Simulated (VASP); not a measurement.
Rh: single point with revPBE

Rh:

```
CELL_PARAMETERS angstrom
0.00000 1.84336 1.84336
1.84336 0.00000 1.84336
1.84336 1.84336 0.00000
ATOMIC_POSITIONS crystal
Rh 0.00000 0.00000 0.00000
```

```json
{
 "Program": "VASP 6.6.1",
 "Task": "single point",
 "Functional": "revPBE",
 "Potentials or basis": "VASP PAW PBE potentials, release 64 (Rh_pv)",
 "Cutoff": "520 eV",
 "k mesh": "23 × 23 × 23",
 "Occupations": "fermi-dirac, width 0.05 eV",
 "Spin": "collinear spin, ferromagnetic start",
 "Starting moments": "[1.0] μB",
 "Dipole correction": "no",
 "Further INCAR settings": "ALGO = Normal; EDIFF = 1e-06; NBANDS = 18"
}
```

```json
{
  "Pressure": "43.4 GPa",
  "Net moment": "0.00 μB per cell",
  "Valence electrons inside the program's atomic spheres": "Rh 13.98"
}
```

Levels at points of the mesh, in eV from the Fermi level:
Spin up:
| k point | band 5 | band 6 | band 7 | band 8 | band 9 | band 10 |
| --- | --- | --- | --- | --- | --- | --- |
| (0.00, 0.00, 0.00) | -3.54 | -3.54 | -3.54 | -1.13 | -1.13 | 15.89 |
Spin down:
| k point | band 4 | band 5 | band 6 | band 7 | band 8 | band 9 | band 10 | band 11 |
| --- | --- | --- | --- | --- | --- | --- | --- | --- |
| (0.00, 0.00, 0.00) | -8.62 | -3.54 | -3.54 | -3.54 | -1.13 | -1.13 | 15.89 | 20.30 |

Run time: 2.2 min on 1 thread of Intel Xeon 8259CL (shared host), peak memory 0.23 GiB.

Caveat: the cell stands under pressure; the PAW data sets were made with another functional, which shifts forces and pressure a little.
